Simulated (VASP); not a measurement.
# Sr2IN in VASP: a series of runs

The runs below take Sr2IN through single point, with PBE.

Program: VASP 6.6.1. These are calculated values, not measurements. Logs are shortened: lines on timing, memory, paths and dates and some standing lists are left out, and cuts for length are marked.

## (1) The cell of the first run

The cell holds a disordered packing, 8 atoms: a = 6.397 Å, b = 5.469 Å, c = 7.275 Å, α = 103.34°, β = 97.59°, γ = 88.46°.

## (2) Single point, PBE

INCAR

```
SYSTEM = Sr2IN
  PREC = Accurate
  ENCUT = 520
  EDIFF = 1E-6
  ISMEAR = 1
  SIGMA = 0.15
  LREAL = .False.
  LASPH = .True.
  NELM = 60
  ALGO = Normal
  ISIF = 2
  LWAVE = .False.
  LCHARG = .False.
  GGA = PE
  NBANDS = 42
```

KPOINTS

```
Automatic mesh
0
Gamma
  3 3 2
  0 0 0
```

POSCAR

```
Sr2IN
1.0
    6.3257350000     -0.8384520000      0.4570830000
    0.9200580000      5.3077400000     -0.9441150000
   -1.5130560000     -0.2023970000      7.1126410000
I Sr N
2 4 2
Direct
    0.0523878169      0.0576073358      0.4593402604
    0.2028031722      0.3224138288      0.1543898883
    0.8658388150      0.7506940115      0.0394538785
    0.3163078831      0.6984041035      0.8096138740
    0.6736967871      0.1650325754      0.7394061336
    0.6298621373      0.5745358739      0.4089678730
    0.8000655035      0.2805470443      0.1136738565
    0.1364578964      0.1608880953      0.8047341739
```

Potentials or basis: VASP PAW PBE potentials, release 64 (I, Sr_sv, N).

Launch:

```console
$ cat potpaw_PBE.64/I/POTCAR potpaw_PBE.64/Sr_sv/POTCAR potpaw_PBE.64/N/POTCAR > POTCAR
$ mpirun -np 1 vasp_std > vasp.out
```

OUTCAR:

```text
SYSTEM = Sr2IN
   PREC = Accurate
   ENCUT = 520
   EDIFF = 1E-6
   ISMEAR = 1
   LREAL = .False.
   LASPH = .True.
   NELM = 60
   ISIF = 2
   GGA = PE

 ion  position               nearest neighbor table
   1  0.052  0.058  0.459-   8 2.43   2 3.17   3 3.22   5 3.32   6 3.75   4 3.77   6 3.90   4 4.08
                             5 4.21
   2  0.203  0.322  0.154-   8 2.48   7 2.56   1 3.17   6 3.24   3 3.31   3 3.71   4 3.74   4 3.86
                             5 4.19
   3  0.866  0.751  0.039-   7 2.80   7 2.85   1 3.22   2 3.31   4 3.49   6 3.57   5 3.58   5 3.58
                             4 3.68   2 3.71   6 4.52   6 4.99
   4  0.316  0.698  0.810-   8 2.76   8 3.18   3 3.49   5 3.64   5 3.64   3 3.68   6 3.68   2 3.74
                             1 3.77   2 3.86   1 4.08   6 4.74   5 4.81   6 4.91   5 5.01
   5  0.674  0.165  0.739-   7 2.67   8 2.94   1 3.32   6 3.55   3 3.58   3 3.58   6 3.63   4 3.64
                             4 3.64   2 4.19   1 4.21   4 4.81   6 4.91   4 5.01
   6  0.630  0.575  0.409-   7 2.70   2 3.24   5 3.55   3 3.57   5 3.63   4 3.68   1 3.75   1 3.90
                             3 4.52   4 4.74   4 4.91   5 4.91   3 4.99
   7  0.800  0.281  0.114-   2 2.56   5 2.67   6 2.70   3 2.80   3 2.85
   8  0.136  0.161  0.805-   1 2.43   2 2.48   4 2.76   5 2.94   4 3.18

  LATTYP: Found a triclinic cell.
 ALAT       =    12.9696805732
 B/A-ratio  =     0.6574723645
 C/A-ratio  =     1.1035785947
 COS(alpha) =     0.0015099747
 COS(beta)  =     0.5838830673
 COS(gamma) =     0.7977700047

  Lattice vectors:

 A1 = (  -6.6527950000,  -9.5746310000,  -5.6814940000)
 A2 = (  -7.2457930000,  -4.4692880000,   0.4870320000)
 A3 = (   2.1060540000,  -4.9029460000, -13.2811670000)

Analysis of symmetry for initial positions (statically):
=====================================================================
 Subroutine PRICEL returns:
 Original cell was already a primitive cell.

 Routine SETGRP: Setting up the symmetry group for a
 triclinic supercell.

 Subroutine GETGRP returns: Found  1 space group operations
 (whereof  1 operations were pure point group operations)
 out of a pool of  2 trial point group operations.

The static configuration has the point symmetry C_1 .

Analysis of symmetry for dynamics (positions and initial velocities):
=====================================================================
 Subroutine PRICEL returns:
 Original cell was already a primitive cell.

 Routine SETGRP: Setting up the symmetry group for a
 triclinic supercell.

 Subroutine GETGRP returns: Found  1 space group operations
 (whereof  1 operations were pure point group operations)
 out of a pool of  2 trial point group operations.

The dynamic configuration has the point symmetry C_1 .

 Subroutine INISYM returns: Found  1 space group operations
 (whereof  1 operations are pure point group operations),
 and found     1 'primitive' translations

----------------------------------------------------------------------------------------

                                     Primitive cell

  volume of cell :     245.4755

  direct lattice vectors                    reciprocal lattice vectors
     6.325735000 -0.838452000  0.457083000     0.153013076 -0.020839323  0.031957122
     0.920058000  5.307740000 -0.944115000     0.023917236  0.186105221  0.010383661
    -1.513056000 -0.202397000  7.112641000    -0.006658434  0.026042370  0.139919379

  length of vectors
     6.397409625  5.469000253  7.274610986     0.157697611  0.187922878  0.142477972

  position of ions in fractional coordinates (direct lattice)
     0.052387817  0.057607336  0.459340260
     0.202803172  0.322413829  0.154389888
     0.865838815  0.750694012  0.039453878
     0.316307883  0.698404104  0.809613874
     0.673696787  0.165032575  0.739406134
     0.629862137  0.574535874  0.408967873
     0.800065504  0.280547044  0.113673857
     0.136457896  0.160888095  0.804734174

  ion indices of the primitive-cell ions
   primitive index   ion index
                 1           1
                 2           2
                 3           3
                 4           4
                 5           5
                 6           6
                 7           7
                 8           8

----------------------------------------------------------------------------------------

 KPOINTS: Automatic mesh

Automatic generation of k-mesh.
 Grid dimensions read from file:
 generate k-points for:    3    3    2

 Generating k-lattice:

  Cartesian coordinates                     Fractional coordinates (reciprocal lattice)
     0.051004359 -0.006946441  0.010652374     0.333333333 -0.000000000 -0.000000000
     0.007972412  0.062035074  0.003461220    -0.000000000  0.333333333  0.000000000
    -0.003329217  0.013021185  0.069959690     0.000000000  0.000000000  0.500000000

  Length of vectors
     0.052565870  0.062640959  0.071238986

  Shift w.r.t. Gamma in fractional coordinates (k-lattice)
     0.000000000  0.000000000  0.000000000

 Subroutine IBZKPT returns following result:
 ===========================================

 Found     10 irreducible k-points:

 Following reciprocal coordinates:
            Coordinates               Weight
  0.000000  0.000000  0.000000      1.000000
  0.333333 -0.000000 -0.000000      2.000000
 -0.000000  0.333333 -0.000000      2.000000
  0.333333  0.333333  0.000000      2.000000
 -0.333333  0.333333  0.000000      2.000000
 -0.000000  0.000000  0.500000      1.000000
  0.333333  0.000000  0.500000      2.000000
 -0.000000  0.333333  0.500000      2.000000
  0.333333  0.333333  0.500000      2.000000
 -0.333333  0.333333  0.500000      2.000000
   k-points           NKPTS =     10   k-points in BZ     NKDIM =     10   number of bands    NBANDS=     42
   number of dos      NEDOS =    301   number of ions     NIONS =      8
   total plane-waves  NPLWV = 108864
   dimension x,y,z NGX =    48 NGY =   42 NGZ =   54
   dimension x,y,z NGXF=    96 NGYF=   84 NGZF=  108
   ions per type =               2   4   2
   NGX,Y,Z   is equivalent  to a cutoff of  12.47, 12.77, 12.34 a.u.
   NGXF,Y,Z  is equivalent  to a cutoff of  24.95, 25.53, 24.68 a.u.
 SYSTEM =  Sr2IN
   PREC   = accura    normal or accurate (medium, high low for compatibility)
   ISTART =      0    job   : 0-new  1-cont  2-samecut
   ICHARG =      2    charge: 1-file 2-atom 10-const
   ISPIN  =      1    spin polarized calculation?
   LNONCOLLINEAR =      F non collinear calculations
   LSORBIT =      F    spin-orbit coupling
   LASPH  =      T    aspherical Exc in radial PAW
   ENCUT  =  520.0 eV  38.22 Ry    6.18 a.u.  11.89 10.17 13.53*2*pi/ulx,y,z
   NELM   =     60;   NELMIN=  2; NELMDL= -5     # of ELM steps
   EDIFF  = 0.1E-05   stopping-criterion for ELM
   LREAL  =      F    real-space projection
   EDIFFG = 0.1E-04   stopping-criterion for IOM
   NSW    =      0    number of steps for IOM
   IBRION =     -1    ionic relax: 0-MD 1-quasi-New 2-CG
   NFREE  =      0    steps in history (QN), initial steepest desc. (CG)
   ISIF   =      2    stress and relaxation
   ISYM   =      2    0-nonsym 1-usesym 2-fastsym
   POTIM  = 0.5000    time-step for ionic-motion
   TEBEG  =    0.0;   TEEND  =   0.0 temperature during run
   PSTRESS=    0.0 pullay stress
   NELECT =      64.0000    total number of electrons
   NUPDOWN=      -1.0000    fix difference up-down
   EMIN   =  10.00;   EMAX   =-10.00  energy-range for DOS
   EFERMI =   0.00;   METHOD = LEGACY
   ISMEAR =     1;   SIGMA  =   0.15  broadening in eV -4-tet -1-fermi 0-gaus
   EFERMI_NEDOS =   21; number of points for ismear=-14 and -15
   IALGO  =     38    algorithm
   IMIX   =      4    mixing-type and parameters
     AMIX     =   0.40;   BMIX     =  1.00
     AMIX_MAG =   1.60;   BMIX_MAG =  1.00
  volume/ion in A,a.u.               =      30.68       207.07
  Fermi-wavevector in a.u.,A,eV,Ry     =   1.045840  1.976352 14.881811  1.093782
  Thomas-Fermi vector in A             =   2.180653
   LORBIT       =      0    0 simple, 1 ext, 2 COOP (PROOUT), +10 PAW based schemes
   GGA     = PE    functional components
   LHFCALC =     F    Hartree Fock is set to
   AEXX    =    0.0000 exact exchange contribution
   IVDW    =     0    specifies the selected vdW correction
   LEPSILON=     F    determine dielectric tensor
   LRPA    =     F    only Hartree local field effects (RPA)
 non-spin polarized calculation
 Methfessel and Paxton  Order N= 1 SIGMA  =   0.15
  energy-cutoff  :      520.00
  volume of cell :      245.48
 maximum number of plane-waves:      6640
   NGX = 23   NGY = 21   NGZ = 27

 number of electron      63.9999999 magnetization

 Free energy of the ion-electron system (eV)
  ---------------------------------------------------
  ext. energy  EPLUGINS =         0.00000000
  ---------------------------------------------------
  free energy    TOTEN  =       -24.75742583 eV

  energy without entropy =      -24.75072327  energy(sigma->0) =      -24.75519164

 E-fermi :   3.9915     XC(G=0):  -8.6222

 val. band max:        3.9908774763   @ k =   0.3333  -0.0000  -0.0000
 cond. band min:       4.0696014255   @ k =  -0.0000   0.3333  -0.0000
 fundamental gap:      0.0787239493
 Fermi energy:         3.9914822987

 k-point     1 :       0.0000    0.0000    0.0000
  band No.  band energies     occupation
      1     -32.5960      2.00000
      2     -32.4098      2.00000
      3     -32.1138      2.00000
      4     -32.0027      2.00000
      5     -14.8048      2.00000
      6     -14.7309      2.00000
[... 34 lines left out ...]
     41       6.2984     -0.00000
     42       6.5656     -0.00000

 k-point     2 :       0.3333   -0.0000   -0.0000
  band No.  band energies     occupation
      1     -32.5951      2.00000
      2     -32.4099      2.00000
      3     -32.1149      2.00000
      4     -32.0025      2.00000
      5     -14.8181      2.00000
      6     -14.7082      2.00000
[... 349 lines left out ...]
     41       6.5170     -0.00000
     42       6.7187     -0.00000

 k-point    10 :      -0.3333    0.3333    0.5000
  band No.  band energies     occupation
      1     -32.5944      2.00000
      2     -32.4087      2.00000
      3     -32.1122      2.00000
      4     -32.0067      2.00000
      5     -14.8104      2.00000
      6     -14.7259      2.00000
[... 34 lines left out ...]
     41       6.4832     -0.00000
     42       6.8114     -0.00000

------------------------ aborting loop because EDIFF is reached ----------------------------------------

  FORCE on cell =-STRESS in cart. coord.  units (eV):
  Direction    XX          YY          ZZ          XY          YZ          ZX
  --------------------------------------------------------------------------------------
  -------------------------------------------------------------------------------------
  Total        2.8284948     -5.9369019      6.7259144      0.7265413     -0.7289523     -3.4629542
  in kB       18.4611094    -38.7491589     43.8989106      4.7420126     -4.7577491    -22.6021188
  external PRESSURE =       7.8702871 kB  Pullay stress =       0.0000000 kB

 VOLUME and BASIS-vectors are now :
 -----------------------------------------------------------------------------
  energy-cutoff  :      520.00
  volume of cell :      245.48
      direct lattice vectors                 reciprocal lattice vectors
     6.325735000 -0.838452000  0.457083000     0.153013076 -0.020839323  0.031957122
     0.920058000  5.307740000 -0.944115000     0.023917236  0.186105221  0.010383661
    -1.513056000 -0.202397000  7.112641000    -0.006658434  0.026042370  0.139919379

 POSITION                                       TOTAL-FORCE (eV/Angst)
 -----------------------------------------------------------------------------------
     -0.31061      0.16887      3.23668        -0.694736     -0.604245      1.171939
      1.34592      1.51000      0.88642         0.902818      0.327663     -1.094291
      6.10805      3.25054     -0.03236         0.352282      0.322813      0.479122
      1.41846      3.27787      5.24370        -1.673016      0.415276      0.075075
      3.29470      0.16143      5.41126         0.835937      0.127945      1.586077
      3.89416      2.43860      2.65431         0.979023     -1.155002     -1.649852
      5.14713      0.79525      0.90935        -0.981448      0.834599     -0.643160
     -0.20638      0.57666      5.63426         0.279141     -0.269049      0.075090
 -----------------------------------------------------------------------------------
    total drift:                               -0.000360      0.000264      0.000057

  FREE ENERGIE OF THE ION-ELECTRON SYSTEM (eV)
  ---------------------------------------------------
  free  energy   TOTEN  =       -24.7574258295 eV

  energy  without entropy=      -24.7507232716  energy(sigma->0) =      -24.75519164
```

Run time: 2.8 min. Hardware: 1 thread of Oxide Virtual Turin-like, shared host; peak memory 0.33 GiB.

Results:

* Free energy: -24.7574 eV
* Pressure: 0.8 GPa
* Largest force: 2.239 eV/Å
* Band gap on the k mesh: zero (bands 32 and 33 overlap by 0.08 eV)

Forces in eV/Å, atoms in the order of the input:
```
I   -0.695 -0.604  1.172
I    0.903  0.328 -1.094
Sr   0.352  0.323  0.479
Sr  -1.673  0.415  0.075
Sr   0.836  0.128  1.586
Sr   0.979 -1.155 -1.650
N   -0.981  0.835 -0.643
N    0.279 -0.269  0.075
```

Caveat: the k points lie up to 0.45 Å⁻¹ apart; spin-orbit coupling is left out, which moves the levels of the heavy elements.

## (3) Single point, PBE

INCAR

```
ALGO = Normal ; EDIFF = 1E-7
ENCUT = 520 ; GGA = PE
ISIF = 2 ; ISMEAR = 1
LASPH = T ; LCHARG = F
LREAL = F ; LWAVE = F
NBANDS = 42 ; NELM = 60
PREC = Accurate ; SIGMA = 0.15
```

KPOINTS

```
k-points
0
Gamma
  3 3 2
```

POSCAR

```
Sr2IN
1.0
    6.3257350000     -0.8384520000      0.4570830000
    0.9200580000      5.3077400000     -0.9441150000
   -1.5130560000     -0.2023970000      7.1126410000
I Sr N
2 4 2
Direct
    0.0480510047      0.0523039714      0.4626719761
    0.2054502020      0.3251820409      0.1503757111
    0.8721826914      0.7547510695      0.0416662285
    0.3017675895      0.6993744283      0.8135890808
    0.6791597364      0.1653935022      0.7503563186
    0.6376675194      0.5693197480      0.3977459752
    0.7348096801      0.3120707244      0.0921832887
    0.1404613590      0.1379353013      0.8014328697
```

Potentials or basis: VASP PAW PBE potentials, release 64 (I, Sr_sv, N).

Launch:

```console
$ cat potpaw_PBE.64/I/POTCAR potpaw_PBE.64/Sr_sv/POTCAR potpaw_PBE.64/N/POTCAR > POTCAR
$ mpirun -np 1 vasp_std > vasp.out
```

Wall time 3.7 min (1 thread of Oxide Virtual Turin-like, shared host); peak memory 0.33 GiB.

The run converged. Its results:

* Free energy: -25.8594 eV
* Pressure: 1.3 GPa
* Largest force: 1.687 eV/Å
* Band gap on the k mesh: zero (bands 32 and 33 overlap by 0.02 eV)

Forces in eV/Å, atoms in the order of the input:
```
I   -0.415 -0.456  0.748
I    0.746  0.292 -0.479
Sr  -0.255  0.118  0.324
Sr  -0.777  0.006 -0.094
Sr   0.398  0.249  0.957
Sr   0.546 -1.012 -1.234
N   -0.180  0.896 -0.353
N   -0.064 -0.094  0.132
```

Stress tensor (GPa, compression positive):
```
 3.00 -0.26 -1.89
-0.26 -4.14  0.01
-1.89  0.01  4.94
```

Levels at points of the mesh, in eV from the Fermi level:
| k point | band 28 | band 29 | band 30 | band 31 | band 32 | band 33 | band 34 | band 35 | band 36 | band 37 |
| --- | --- | --- | --- | --- | --- | --- | --- | --- | --- | --- |
| (0.00, 0.00, 0.00) | -1.61 | -1.53 | -1.33 | -1.15 | -0.40 | 0.11 | 0.22 | 0.83 | 1.23 | 1.57 |
| (0.00, 0.00, 0.50) | -1.85 | -1.59 | -1.34 | -0.97 | -0.19 | 0.04 | 0.47 | 0.82 | 1.30 | 1.64 |

Caveat: the k points lie up to 0.45 Å⁻¹ apart; spin-orbit coupling is left out, which moves the levels of the heavy elements.

[end of part 1 of 2]

The gap in the log of VASP goes by the Fermi energy; the results here count the filled bands.